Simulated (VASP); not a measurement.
# Si2Ni (Fm-3m) in VASP: notebook, part 2 of 3

VASP 6.6.1. Earlier steps stand in the parts before.

### Step 4. Single point, PBEsol

This run uses another cell than the first one, of 13.06 Å³/atom, 1.064 times its volume.

INCAR reads:

```
SYSTEM = Si2Ni
PREC = Accurate ; ENCUT = 520
EDIFF = 1E-6 ; ISMEAR = 0
SIGMA = 0.1 ; LREAL = .FALSE.
LASPH = .TRUE. ; NELM = 100
ALGO = Normal ; ISIF = 2
LWAVE = .FALSE. ; LCHARG = .TRUE.
GGA = PS ; LELF = .TRUE.
LVHAR = .TRUE. ; NBANDS = 16
```

KPOINTS reads:

```
Automatic mesh
0
G
  14 14 14
  0 0 0
```

POSCAR reads:

```
Si2Ni
1.0
    0.0000000000      2.6956709894      2.6956709894
    2.6956709894      0.0000000000      2.6956709894
    2.6956709894      2.6956709894      0.0000000000
Si Ni
2 1
Direct
    0.2500000000      0.2500000000      0.2500000000
    0.7500000000      0.7500000000      0.7500000000
    0.0000000000      0.0000000000      0.0000000000
```

Potentials or basis: VASP PAW PBE potentials, release 64 (Si, Ni).

Launch:

```console
cat potpaw_PBE.64/Si/POTCAR potpaw_PBE.64/Ni/POTCAR > POTCAR
mpirun -np 1 vasp_std > vasp.out
```

OUTCAR:

```text
SYSTEM = Si2Ni
   PREC = Accurate
   ENCUT = 520
   EDIFF = 1E-6
   ISMEAR = 0
   LREAL = .FALSE.
   LASPH = .TRUE.
   NELM = 100
   ISIF = 2
   GGA = PS

 ion  position               nearest neighbor table
   1  0.250  0.250  0.250-   3 2.33   3 2.33   3 2.33   3 2.33   2 2.70   2 2.70   2 2.70   2 2.70
                             2 2.70   2 2.70
   2  0.750  0.750  0.750-   3 2.33   3 2.33   3 2.33   3 2.33   1 2.70   1 2.70   1 2.70   1 2.70
                             1 2.70   1 2.70
   3  0.000  0.000  0.000-   2 2.33   2 2.33   2 2.33   1 2.33   2 2.33   1 2.33   1 2.33   1 2.33

  LATTYP: Found a face centered cubic cell.
 ALAT       =     5.3913419788

  Lattice vectors:

 A1 = (   0.0000000000,   2.6956709894,   2.6956709894)
 A2 = (   2.6956709894,   0.0000000000,   2.6956709894)
 A3 = (   2.6956709894,   2.6956709894,   0.0000000000)

Analysis of symmetry for initial positions (statically):
=====================================================================
 Subroutine PRICEL returns:
 Original cell was already a primitive cell.

 Routine SETGRP: Setting up the symmetry group for a
 face centered cubic supercell.

 Subroutine GETGRP returns: Found 48 space group operations
 (whereof 48 operations were pure point group operations)
 out of a pool of 48 trial point group operations.

The static configuration has the point symmetry O_h .

Analysis of symmetry for dynamics (positions and initial velocities):
=====================================================================
 Subroutine PRICEL returns:
 Original cell was already a primitive cell.

 Routine SETGRP: Setting up the symmetry group for a
 face centered cubic supercell.

 Subroutine GETGRP returns: Found 48 space group operations
 (whereof 48 operations were pure point group operations)
 out of a pool of 48 trial point group operations.

The dynamic configuration has the point symmetry O_h .

 Subroutine INISYM returns: Found 48 space group operations
 (whereof 48 operations are pure point group operations),
 and found     1 'primitive' translations

[... 112 lines left out ...]
   EFERMI_NEDOS =   21; number of points for ismear=-14 and -15
   IALGO  =     38    algorithm
   IMIX   =      4    mixing-type and parameters
     AMIX     =   0.40;   BMIX     =  1.00
     AMIX_MAG =   1.60;   BMIX_MAG =  1.00
  volume/ion in A,a.u.               =      13.06        88.13
  Fermi-wavevector in a.u.,A,eV,Ry     =   1.263248  2.387193 21.712132  1.595797
  Thomas-Fermi vector in A             =   2.396615
   LORBIT       =      0    0 simple, 1 ext, 2 COOP (PROOUT), +10 PAW based schemes
   GGA     = PS    functional components
   LHFCALC =     F    Hartree Fock is set to
   AEXX    =    0.0000 exact exchange contribution
   IVDW    =     0    specifies the selected vdW correction
   LEPSILON=     F    determine dielectric tensor
   LRPA    =     F    only Hartree local field effects (RPA)
 non-spin polarized calculation
 Gauss-broadening in eV      SIGMA  =   0.10
  energy-cutoff  :      520.00
  volume of cell :       39.18
 maximum number of plane-waves:      1067
   NGX = 15   NGY = 15   NGZ = 15

 number of electron      17.9999996 magnetization

 Free energy of the ion-electron system (eV)
  ---------------------------------------------------
  ext. energy  EPLUGINS =         0.00000000
  ---------------------------------------------------
  free energy    TOTEN  =       -18.98369988 eV

  energy without entropy =      -18.97934696  energy(sigma->0) =      -18.98152342

 E-fermi :  10.5303     XC(G=0): -11.7355

 val. band max:       10.4754699451   @ k =  -0.0714   0.0714   0.0000
 cond. band min:      10.5561179596   @ k =  -0.2143   0.1429   0.0000
 fundamental gap:      0.0806480145
 Fermi energy:        10.5302955123

 k-point     1 :       0.0000    0.0000    0.0000
  band No.  band energies     occupation
      1      -3.4486      2.00000
      2       5.2170      2.00000
      3       5.2170      2.00000
      4       5.2170      2.00000
      5       6.9228      2.00000
      6       6.9228      2.00000
[... 433 lines left out ...]
      3       5.3802      2.00000
      4       5.4220      2.00000
      5       6.3862      2.00000
      6       7.0554      2.00000
[... 8 lines left out ...]
     15      17.5577      0.00000
     16      17.8034      0.00000

 [... further k-points ...]
[... 5 lines left out ...]
  --------------------------------------------------------------------------------------
  -------------------------------------------------------------------------------------
  Total        0.0192621      0.0192621      0.0192621     -0.0000000     -0.0000000      0.0000000
  in kB        0.7877412      0.7877412      0.7877412     -0.0000000     -0.0000000      0.0000000
  external PRESSURE =       0.7877412 kB  Pullay stress =       0.0000000 kB

 VOLUME and BASIS-vectors are now :
 -----------------------------------------------------------------------------
  energy-cutoff  :      520.00
  volume of cell :       39.18
      direct lattice vectors                 reciprocal lattice vectors
     0.000000000  2.695670989  2.695670989    -0.185482576  0.185482576  0.185482576
     2.695670989  0.000000000  2.695670989     0.185482576 -0.185482576  0.185482576
     2.695670989  2.695670989  0.000000000     0.185482576  0.185482576 -0.185482576

 POSITION                                       TOTAL-FORCE (eV/Angst)
 -----------------------------------------------------------------------------------
      1.34784      1.34784      1.34784        -0.000000      0.000000     -0.000000
      4.04351      4.04351      4.04351         0.000000     -0.000000      0.000000
      0.00000      0.00000      0.00000         0.000000      0.000000     -0.000000
 -----------------------------------------------------------------------------------
    total drift:                               -0.000000      0.000000      0.000000

  FREE ENERGIE OF THE ION-ELECTRON SYSTEM (eV)
  ---------------------------------------------------
  free  energy   TOTEN  =       -18.9836998759 eV

  energy  without entropy=      -18.9793469613  energy(sigma->0) =      -18.98152342
```

OSZICAR:

```text
N       E                     dE             d eps       ncg     rms          rms(c)
DAV:   1     0.628631761116E+02    0.62863E+02   -0.77771E+03  3352   0.116E+03
DAV:   2    -0.179461444498E+02   -0.80809E+02   -0.73996E+02  3656   0.214E+02
DAV:   3    -0.212147887959E+02   -0.32686E+01   -0.32054E+01  4368   0.467E+01
DAV:   4    -0.212656603261E+02   -0.50872E-01   -0.50842E-01  3880   0.558E+00
DAV:   5    -0.212670027592E+02   -0.13424E-02   -0.13424E-02  4328   0.951E-01    0.173E+01
DAV:   6    -0.262787899888E+02   -0.50118E+01   -0.44963E+01  3448   0.156E+02    0.257E+01
DAV:   7    -0.191542539954E+02    0.71245E+01   -0.13341E+01  4176   0.959E+01    0.396E+00
DAV:   8    -0.190320253509E+02    0.12223E+00   -0.17448E+00  4480   0.211E+01    0.266E+00
DAV:   9    -0.189859429250E+02    0.46082E-01   -0.26326E-01  4104   0.876E+00    0.655E-01
DAV:  10    -0.189838749971E+02    0.20679E-02   -0.88216E-03  4776   0.174E+00    0.305E-01
DAV:  11    -0.189836880689E+02    0.18693E-03   -0.92678E-04  4872   0.332E-01    0.471E-02
DAV:  12    -0.189837035306E+02   -0.15462E-04   -0.41573E-05  4016   0.581E-02    0.249E-02
DAV:  13    -0.189836998687E+02    0.36619E-05   -0.13401E-05  4184   0.858E-02    0.653E-03
DAV:  14    -0.189836998759E+02   -0.71252E-08   -0.10016E-06  2368   0.894E-03
   1 F= -.18983700E+02 E0= -.18981523E+02  d E =-.435291E-02
```

Wall time 44 s (1 thread of AMD EPYC 9R45 (Zen 5), shared host); peak memory 0.17 GiB.

Results:

| Quantity | Value |
| --- | --- |
| Free energy | -18.9837 eV |
| Pressure | 0.1 GPa |
| Band gap on the k mesh | zero (band 9 reaches 12.21 eV, above the bottom of band 10 at 10.08 eV) |

Levels at points of the mesh, in eV from the Fermi level:
| k point | band 5 | band 6 | band 7 | band 8 | band 9 | band 10 | band 11 | band 12 | band 13 | band 14 |
| --- | --- | --- | --- | --- | --- | --- | --- | --- | --- | --- |
| (0.00, 0.00, 0.00) | -3.61 | -3.61 | -0.25 | 1.68 | 1.68 | 1.68 | 2.19 | 2.19 | 2.19 | 4.68 |
| (0.50, 0.00, 0.00) | -3.82 | -3.42 | -3.42 | -1.51 | -1.51 | 1.71 | 1.77 | 1.77 | 2.61 | 9.16 |
| (0.50, 0.50, 0.00) | -4.61 | -3.71 | -3.71 | -3.54 | -3.20 | -0.45 | 1.28 | 7.71 | 8.33 | 8.33 |

Caveat: the PAW data sets were made with another functional, which shifts forces and pressure a little. Spin polarisation is off, so any magnetic state and its effect on volume and gap are missing.

[end of part 2 of 3]
